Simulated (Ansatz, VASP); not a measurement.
One calculation of K2PtC6N6, two programs

```
K Pt C N
1.0
     7.39280    0.00000    0.00000
    -3.69640    6.40235    0.00000
     0.00000    0.00000    6.66130
K Pt C N
2 1 6 6
Direct
  0.33333 0.66667 0.50000
  0.66667 0.33333 0.50000
  0.00000 0.00000 0.00000
  0.22301 0.22301 0.17397
  0.77699 0.00000 0.17397
  0.00000 0.77699 0.17397
  0.77699 0.77699 0.82603
  0.00000 0.22301 0.82603
  0.22301 0.00000 0.82603
  0.35132 0.35132 0.27508
  0.64868 0.00000 0.27508
  0.00000 0.64868 0.27508
  0.64868 0.64868 0.72492
  0.00000 0.35132 0.72492
  0.35132 0.00000 0.72492
```

Alike in both runs: functional PBE; k mesh 5 × 5 × 5; occupations fermi-dirac, width 0.05 eV; no spin polarisation.

Ansatz relaxed the structure, and its values are those at the end. VASP's run is a single point on that final structure, the one shown.

|  | VASP | Ansatz |
| --- | --- | --- |
| version | VASP 6.6.1 | Ansatz 0.2.0 |
| potentials or method | VASP PAW PBE potentials, release 64 (K_sv, Pt, C, N) | plane-wave PAW, scalar-relativistic |
| plane-wave cutoff (eV) | 520 | 420 |
| valence electrons in the cell | 82 | 90 |

Ansatz gave:

- gap on the k mesh at the Fermi level (eV): 5.67
- pressure (GPa): 0.9
- rms of the force components (eV/Å): 0.002

Estimate VASP's values.

gap on the k mesh at the Fermi level (eV): 5.66; pressure (GPa): 1.3; rms of the force components (eV/Å): 0.230.

One of these differences is far larger than is usual between the two programs; its cause wasn't traced. VASP's potentials hold 82 valence electrons a cell and Ansatz's 90, so a difference there can come from the potentials and not from the codes. Ansatz's warnings: stress scf threshold loose.

Neither program's run includes spin-orbit coupling. Noted on VASP's run: the standard files for N, O and F lose accuracy on very short bonds.
